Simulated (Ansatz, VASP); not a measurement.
Li2Hg in VASP and in Ansatz

```
CELL_PARAMETERS angstrom
3.18238 0.00000 0.00000
-1.59119 2.75602 0.00000
0.00000 0.00000 15.59047
ATOMIC_POSITIONS crystal
Li 0.33333 0.66667 0.83333
Li 0.33333 0.66667 0.16667
Li 0.33333 0.66667 0.50000
Li 0.66667 0.33333 0.00000
Hg 0.66667 0.33333 0.33333
Hg 0.66667 0.33333 0.66667
```

Alike in both runs: task relaxation of cell and atoms; functional PBE; k mesh 15 × 15 × 4; occupations gaussian, width 0.1 eV; no spin polarisation.

|  | VASP | Ansatz |
| --- | --- | --- |
| version | VASP 6.6.1 | Ansatz 0.2.0 |
| potentials or method | VASP PAW PBE potentials, release 64 (Li_sv, Hg), cutoff 600 eV | scalar-relativistic, plane waves, PAW |
| valence electrons in the cell | 36 | 52 |

```csv
,VASP,Ansatz,Ansatz less VASP
"gap on the k mesh at the Fermi level, each at its own relaxed structure (eV)",none,none,-
relaxed volume (Å³/atom),20.87,20.90,+0.025
relaxed cell length with the largest relative difference (Å),13.589,13.610,+0.0208
```

A gap of «none» marks a metal or a gap that the smearing closes. VASP's potentials hold 36 valence electrons a cell and Ansatz's 52, so a difference there can come from the potentials and not from the codes.

Neither program's run includes spin-orbit coupling. Noted on VASP's run: the cutoff is short for stress, so the pressure is rough.
